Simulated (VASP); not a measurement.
The system is BN.

```
B N
1.0
     2.30596    0.00000    0.00000
    -1.15298    2.15498    0.00000
     0.00000    0.00000    6.01917
B N
2 2
Direct
  0.33333 0.66667 0.25000
  0.66667 0.33333 0.75000
  0.33333 0.66667 0.75000
  0.66667 0.33333 0.25000
```

This cell differs from its parent crystal: normal strain along x -0.0733, normal strain along z -0.0733.

```yaml
Program: VASP 6.6.1
Task: relaxation of the atoms
Functional: LDA
Potentials_or_basis: VASP PAW LDA potentials, release 64 (B, N)
Cutoff: 520 eV
k_mesh: 12 × 12 × 4
Occupations: gaussian, width 0.05 eV
Spin: no spin polarisation
```

At the start: pressure 40.4 GPa; volume 7.48 Å³/atom.

Task: Where does the relaxation end?

Result: Over 12 steps the energy falls by 12.4 meV/atom at a fixed cell; space group Cmcm (No. 63, to 0.1 Å) before and after.

Step by step:
```tsv
step	energy change (eV)	largest force (eV/Å)	pressure (GPa)
1	0.0000	1.6182	40.42
2	0.9182	8.1780	44.34
3	-0.0485	0.0282	38.84
4	-0.0485	0.0294	38.85
5	-0.0485	0.0285	38.85
6	-0.0486	0.0250	38.85
7	-0.0487	0.0184	38.84
8	-0.0490	0.0120	38.84
9	-0.0493	0.0306	38.82
10	-0.0496	0.0691	38.79
11	-0.0497	0.0400	38.81
12	-0.0497	0.0037	38.84
```

Final structure:
```
B N
1.0
     2.30596    0.00000    0.00000
    -1.15298    2.15498    0.00000
     0.00000    0.00000    6.01917
B N
2 2
Direct
  0.32604 0.65209 0.25000
  0.67396 0.34791 0.75000
  0.34750 0.69501 0.75000
  0.65250 0.30499 0.25000
```

Caveat: the cell differs from its parent crystal (normal strain along x -0.0733, normal strain along z -0.0733).
